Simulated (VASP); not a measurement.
A run of VASP 6.6.1 is set up as follows.

The input INCAR:

```
SYSTEM = Ti5H
PREC = Accurate ; ENCUT = 520
EDIFF = 1E-6 ; ISMEAR = 0
SIGMA = 0.1 ; LREAL = .FALSE.
LASPH = .TRUE. ; NELM = 150
ALGO = Normal ; ISIF = 2
LWAVE = .FALSE. ; LCHARG = .TRUE.
ISPIN = 2 ; MAGMOM = 0 0 0 0 0 1
LORBIT = 11 ; LMAXMIX = 4
LDIPOL = .TRUE. ; IDIPOL = 3
DIPOL = 0.5 0.5 0.372 ; GGA = PE
LELF = .TRUE. ; LVHAR = .TRUE.
LVACPOTAV = .TRUE. ; NBANDS = 44
```

File KPOINTS:

```
regular mesh
0
G
  9 9 1
  0 0 0
```

Contents of POSCAR:

```
Ti5H
1.0
    2.9381632084      0.0000000000      0.0000000000
   -1.4690816042      2.5445239789      0.0000000000
    0.0000000000      0.0000000000     26.2117060745
Ti H
5 1
Direct
    0.6666666667      0.3333333333      0.1526035729
    0.3333333333      0.6666666667      0.2413132777
    0.6666666667      0.3333333333      0.3306032017
    0.3333333333      0.6666666667      0.4219530445
    0.6666666667      0.3333333333      0.5040383879
    1.5555555556     -0.5555555556      0.5830107369
```

Potentials or basis: VASP PAW PBE potentials, release 64 (Ti_sv, H).

Command:

```console
$ cat potpaw_PBE.64/Ti_sv/POTCAR potpaw_PBE.64/H/POTCAR > POTCAR
$ mpirun -np 1 vasp_std > vasp.out
```

(1) Predict the largest force.

(2) Estimate the site moments.

Answers

(1) 2.291 eV/Å.

(2) Ti -0.60, +0.07, -0.03, -0.01, +0.01; H +0.00 μB.
